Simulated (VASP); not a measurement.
A run of VASP 6.6.1:

File POSCAR:

```
YS
1.0
    0.0000000000      2.7436500000      2.7436500000
    2.7436500000      0.0000000000      2.7436500000
    2.7436500000      2.7436500000      0.0000000000
Y S
1 1
Direct
    0.5000000000      0.5000000000      0.5000000000
    0.0000000000      0.0000000000      0.0000000000
```

The input INCAR.step1:

```
PREC     = Accurate       # precision mode
ENCUT    = 520            # plane-wave cutoff, eV
EDIFF    = 1E-6           # SCF threshold, eV
ISMEAR   = -1             # smearing method
SIGMA    = 0.01           # smearing width, eV
LREAL    = F              # projectors in reciprocal space
LASPH    = T              # aspherical terms in the spheres
NELM     = 60             # most SCF steps
ALGO     = Normal         # electronic algorithm
ISIF     = 2              # what is computed and relaxed
LWAVE    = F              # write WAVECAR
LCHARG   = T              # write CHGCAR
LMAXMIX  = 4              # l up to which the mixer works
GGA      = CA             # functional
NBANDS   = 16             # bands
```

The input KPOINTS.step1:

```
regular mesh
0
Gamma
  8 8 8
```

Contents of INCAR.step2:

```
PREC     = Accurate       # precision mode
ENCUT    = 520            # plane-wave cutoff, eV
EDIFF    = 1E-6           # SCF threshold, eV
ISMEAR   = -5             # smearing method
SIGMA    = 0.01           # smearing width, eV
LREAL    = F              # projectors in reciprocal space
LASPH    = T              # aspherical terms in the spheres
NELM     = 60             # most SCF steps
ALGO     = Normal         # electronic algorithm
ISIF     = 2              # what is computed and relaxed
LWAVE    = F              # write WAVECAR
LCHARG   = F              # write CHGCAR
LMAXMIX  = 4              # l up to which the mixer works
GGA      = CA             # functional
LORBIT   = 10             # projections on sites
NEDOS    = 1001           # points of the DOS
ICHARG   = 11             # starting density
```

The input KPOINTS.step2:

```
regular mesh
0
Gamma
  12 12 12
```

Potentials or basis: VASP PAW LDA potentials, release 64 (Y_sv, S).

The run is started by

```console
$ cat potpaw_LDA.64/Y_sv/POTCAR potpaw_LDA.64/S/POTCAR > POTCAR
$ cp INCAR.step1 INCAR
$ cp KPOINTS.step1 KPOINTS
$ mpirun -np 1 vasp_std > vasp.out
$ cp INCAR.step2 INCAR
$ cp KPOINTS.step2 KPOINTS
$ mpirun -np 1 vasp_std > vasp.out
```

Hardware: 1 thread of Intel Xeon 6975P-C (shared host).

Problem. How long does it take, and how much memory?

Solution. Run time: 88 s on 1 thread of Intel Xeon 6975P-C (shared host), peak memory 0.19 GiB. Counts: k points 72.
